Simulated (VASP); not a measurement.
# Al2O3 (I4_132) in VASP: a series of runs, part 2 of 2

VASP 6.6.1. Earlier steps stand in the parts before.

## 4. Single point, PBE

This run uses another cell than the first one, of 43.30 Å³/atom, 1.135 times its volume.

The input, INCAR:

```
PREC = Accurate
ENCUT = 520
EDIFF = 1E-7
ISMEAR = 0
SIGMA = 0.02
LREAL = F
LASPH = T
NELM = 80
ALGO = Normal
ISIF = 2
LWAVE = F
LCHARG = F
GGA = PE
NBANDS = 35
```

The input, KPOINTS:

```
Automatic mesh
0
Gamma
  4 4 4
```

The input, POSCAR:

```
Al2O3
1.0
   -4.7660402313      4.7660402313      4.7660402313
    4.7660402313     -4.7660402313      4.7660402313
    4.7660402313      4.7660402313     -4.7660402313
Al O
4 6
Direct
    0.7500000000      0.7500000000      0.7500000000
    0.5000000000      0.0000000000      0.7500000000
    0.0000000000      0.7500000000      0.5000000000
    0.7500000000      0.5000000000      0.0000000000
    0.6250000000      0.8750000000      0.7500000000
    0.8750000000      0.7500000000      0.6250000000
    0.7500000000      0.6250000000      0.8750000000
    0.2500000000      0.8750000000      0.6250000000
    0.6250000000      0.2500000000      0.8750000000
    0.8750000000      0.6250000000      0.2500000000
```

Potentials or basis: VASP PAW PBE potentials, release 64 (Al, O).

Command:

```bash
$ cat potpaw_PBE.64/Al/POTCAR potpaw_PBE.64/O/POTCAR > POTCAR
$ mpirun -np 1 vasp_std > vasp.out
```

OUTCAR:

```text
PREC = Accurate
   ENCUT = 520
   EDIFF = 1E-7
   ISMEAR = 0
   LREAL = F
   LASPH = T
   NELM = 80
   ISIF = 2
   GGA = PE

 ion  position               nearest neighbor table
   1  0.750  0.750  0.750-   5 1.69   6 1.69   7 1.69
   2  0.500  0.000  0.750-   5 1.69   8 1.69   9 1.69
   3  0.000  0.750  0.500-   6 1.69   8 1.69  10 1.69
   4  0.750  0.500  0.000-   7 1.69   9 1.69  10 1.69
   5  0.625  0.875  0.750-   1 1.69   2 1.69
   6  0.875  0.750  0.625-   1 1.69   3 1.69
   7  0.750  0.625  0.875-   1 1.69   4 1.69
   8  0.250  0.875  0.625-   2 1.69   3 1.69
   9  0.625  0.250  0.875-   2 1.69   4 1.69
  10  0.875  0.625  0.250-   3 1.69   4 1.69

  LATTYP: Found a body centered cubic cell.
 ALAT       =     9.5320804626

  Lattice vectors:

 A1 = (  -4.7660402313,   4.7660402313,   4.7660402313)
 A2 = (   4.7660402313,  -4.7660402313,   4.7660402313)
 A3 = (   4.7660402313,   4.7660402313,  -4.7660402313)

Analysis of symmetry for initial positions (statically):
=====================================================================
 Subroutine PRICEL returns:
 Original cell was already a primitive cell.

 Routine SETGRP: Setting up the symmetry group for a
 body centered cubic supercell.

 Subroutine GETGRP returns: Found 24 space group operations
 (whereof  3 operations were pure point group operations)
 out of a pool of 48 trial point group operations.

The static configuration has the point symmetry C_3 .
 The point group associated with its full space group is O   .

Analysis of symmetry for dynamics (positions and initial velocities):
=====================================================================
 Subroutine PRICEL returns:
 Original cell was already a primitive cell.

 Routine SETGRP: Setting up the symmetry group for a
 body centered cubic supercell.

 Subroutine GETGRP returns: Found 24 space group operations
 (whereof  3 operations were pure point group operations)
 out of a pool of 48 trial point group operations.

The dynamic configuration has the point symmetry C_3 .
 The point group associated with its full space group is O   .

 Subroutine INISYM returns: Found 24 space group operations
 (whereof  3 operations are pure point group operations),
 and found     1 'primitive' translations

----------------------------------------------------------------------------------------

                                     Primitive cell

  volume of cell :     433.0451

  direct lattice vectors                    reciprocal lattice vectors
    -4.766040231  4.766040231  4.766040231     0.000000000  0.104908892  0.104908892
     4.766040231 -4.766040231  4.766040231     0.104908892  0.000000000  0.104908892
     4.766040231  4.766040231 -4.766040231     0.104908892  0.104908892  0.000000000

  length of vectors
     8.255023832  8.255023832  8.255023832     0.148363578  0.148363578  0.148363578

  position of ions in fractional coordinates (direct lattice)
     0.750000000  0.750000000  0.750000000
     0.500000000  0.000000000  0.750000000
     0.000000000  0.750000000  0.500000000
     0.750000000  0.500000000  0.000000000
[... 53 lines left out ...]
 -0.250000  0.250000  0.250000      6.000000
  0.500000  0.500000  0.250000     12.000000
  0.500000  0.500000  0.500000      1.000000
   k-points           NKPTS =      8   k-points in BZ     NKDIM =      8   number of bands    NBANDS=     35
   number of dos      NEDOS =    301   number of ions     NIONS =     10
   total plane-waves  NPLWV = 262144
   dimension x,y,z NGX =    64 NGY =   64 NGZ =   64
   dimension x,y,z NGXF=   128 NGYF=  128 NGZF=  128
   ions per type =               4   6
   NGX,Y,Z   is equivalent  to a cutoff of  12.89, 12.89, 12.89 a.u.
   NGXF,Y,Z  is equivalent  to a cutoff of  25.78, 25.78, 25.78 a.u.
 SYSTEM =  unknown system
   PREC   = accura    normal or accurate (medium, high low for compatibility)
   ISTART =      0    job   : 0-new  1-cont  2-samecut
   ICHARG =      2    charge: 1-file 2-atom 10-const
   ISPIN  =      1    spin polarized calculation?
   LNONCOLLINEAR =      F non collinear calculations
   LSORBIT =      F    spin-orbit coupling
   LASPH  =      T    aspherical Exc in radial PAW
   ENCUT  =  520.0 eV  38.22 Ry    6.18 a.u.  15.35 15.35 15.35*2*pi/ulx,y,z
   NELM   =     80;   NELMIN=  2; NELMDL= -5     # of ELM steps
   EDIFF  = 0.1E-06   stopping-criterion for ELM
   LREAL  =      F    real-space projection
   EDIFFG = 0.1E-05   stopping-criterion for IOM
   NSW    =      0    number of steps for IOM
   IBRION =     -1    ionic relax: 0-MD 1-quasi-New 2-CG
   NFREE  =      0    steps in history (QN), initial steepest desc. (CG)
   ISIF   =      2    stress and relaxation
   ISYM   =      2    0-nonsym 1-usesym 2-fastsym
   POTIM  = 0.5000    time-step for ionic-motion
   TEBEG  =    0.0;   TEEND  =   0.0 temperature during run
   PSTRESS=    0.0 pullay stress
   NELECT =      48.0000    total number of electrons
   NUPDOWN=      -1.0000    fix difference up-down
   EMIN   =  10.00;   EMAX   =-10.00  energy-range for DOS
   EFERMI =   0.00;   METHOD = LEGACY
   ISMEAR =     0;   SIGMA  =   0.02  broadening in eV -4-tet -1-fermi 0-gaus
   EFERMI_NEDOS =   21; number of points for ismear=-14 and -15
   IALGO  =     38    algorithm
   IMIX   =      4    mixing-type and parameters
     AMIX     =   0.40;   BMIX     =  1.00
     AMIX_MAG =   1.60;   BMIX_MAG =  1.00
  volume/ion in A,a.u.               =      43.30       292.23
  Fermi-wavevector in a.u.,A,eV,Ry     =   0.786401  1.486083  8.414210  0.618427
  Thomas-Fermi vector in A             =   1.890932
   LORBIT       =      0    0 simple, 1 ext, 2 COOP (PROOUT), +10 PAW based schemes
   GGA     = PE    functional components
   LHFCALC =     F    Hartree Fock is set to
   AEXX    =    0.0000 exact exchange contribution
   IVDW    =     0    specifies the selected vdW correction
   LEPSILON=     F    determine dielectric tensor
   LRPA    =     F    only Hartree local field effects (RPA)
 non-spin polarized calculation
 Gauss-broadening in eV      SIGMA  =   0.02
  energy-cutoff  :      520.00
  volume of cell :      433.05
 maximum number of plane-waves:     11849
 NGX is ok and might be reduce to    64
   NGX = 31   NGY = 31   NGZ = 31

 number of electron      47.9999961 magnetization

 Free energy of the ion-electron system (eV)
  ---------------------------------------------------
  ext. energy  EPLUGINS =         0.00000000
  ---------------------------------------------------
  free energy    TOTEN  =       -69.19187239 eV

  energy without entropy =      -69.19187239  energy(sigma->0) =      -69.19187239

 E-fermi :  -4.0954     XC(G=0):  -4.1557

 val. band max:       -4.1857652851   @ k =   0.2500   0.2500   0.0000
 cond. band min:      -0.1742522334   @ k =   0.0000   0.0000   0.0000
 fundamental gap:      4.0115130517
 Fermi energy:        -4.0954154187

 k-point     1 :       0.0000    0.0000    0.0000
  band No.  band energies     occupation
      1     -20.7655      2.00000
      2     -20.2821      2.00000
      3     -20.2821      2.00000
      4     -20.2821      2.00000
      5     -20.0098      2.00000
      6     -20.0098      2.00000
[... 293 lines left out ...]
     34       4.2082      0.00000
     35       4.2084      0.00000

------------------------ aborting loop because EDIFF is reached ----------------------------------------

  FORCE on cell =-STRESS in cart. coord.  units (eV):
  Direction    XX          YY          ZZ          XY          YZ          ZX
  --------------------------------------------------------------------------------------
  -------------------------------------------------------------------------------------
  Total        0.0609875      0.0609875      0.0609875     -0.0000000     -0.0000000      0.0000000
  in kB        0.2256412      0.2256412      0.2256412     -0.0000000     -0.0000000      0.0000000
  external PRESSURE =       0.2256412 kB  Pullay stress =       0.0000000 kB

 VOLUME and BASIS-vectors are now :
 -----------------------------------------------------------------------------
  energy-cutoff  :      520.00
  volume of cell :      433.05
      direct lattice vectors                 reciprocal lattice vectors
    -4.766040231  4.766040231  4.766040231     0.000000000  0.104908892  0.104908892
     4.766040231 -4.766040231  4.766040231     0.104908892  0.000000000  0.104908892
     4.766040231  4.766040231 -4.766040231     0.104908892  0.104908892  0.000000000

 POSITION                                       TOTAL-FORCE (eV/Angst)
 -----------------------------------------------------------------------------------
      3.57453      3.57453      3.57453         0.000000      0.000000     -0.000000
      1.19151      5.95755     -1.19151        -0.000000      0.000000      0.000000
      5.95755     -1.19151      1.19151         0.000000      0.000000     -0.000000
     -1.19151      1.19151      5.95755        -0.000000     -0.000000      0.000000
      4.76604      2.38302      3.57453        -0.000000     -0.000000      0.000000
      2.38302      3.57453      4.76604         0.000000     -0.000000      0.000000
      3.57453      4.76604      2.38302         0.000000     -0.000000      0.000000
      5.95755     -0.00000      2.38302         0.000000     -0.000000      0.000000
      2.38302      5.95755      0.00000         0.000000     -0.000000      0.000000
     -0.00000      2.38302      5.95755         0.000000     -0.000000      0.000000
 -----------------------------------------------------------------------------------
    total drift:                                0.000000     -0.000000     -0.000000

  FREE ENERGIE OF THE ION-ELECTRON SYSTEM (eV)
  ---------------------------------------------------
  free  energy   TOTEN  =       -69.1918723943 eV

  energy  without entropy=      -69.1918723942  energy(sigma->0) =      -69.19187239
```

It took 2 min on 1 thread of AMD EPYC 9R45 (Zen 5), shared host; peak memory 0.57 GiB.

What came out:

```
Free energy            : -69.1919 eV
Pressure               : 0.0 GPa
Band gap on the k mesh : 4.01 eV, indirect (least direct gap 4.19 eV)
```

Levels at points of the mesh, in eV from the valence-band top:
```
           k point  band 21  band 22  band 23  band 24  band 25  band 26  band 27  band 28
(0.00, 0.00, 0.00)    -0.36    -0.18    -0.18    -0.18     4.01     6.90     6.90     6.90
(0.50, 0.00, 0.00)    -0.53    -0.20    -0.09     0.00     4.74     5.35     6.50     6.75
(0.50, 0.50, 0.50)    -0.70     0.00     0.00     0.00     5.60     5.60     5.60     6.34
```

## 5. Overview

```csv
cell,smearing,gap on the mesh (eV),pressure (GPa)
"a = 7.913 Å, angles 109.5°, 10 atoms",gaussian 0.1 eV,4.26,7.3
"a = 8.248 Å, angles 109.5°, 10 atoms",gaussian 0.1 eV,4.02,0.1
"a = 8.255 Å, angles 109.5°, 10 atoms",gaussian 0.02 eV,4.01,0.0
```

Alike in all rows: task single point; level PBE; potentials or basis VASP PAW PBE potentials, release 64 (Al, O); no spin polarisation; k mesh 4 × 4 × 4; cutoff (eV) 520.

Absolute energies hang on the potentials; compare differences alone.
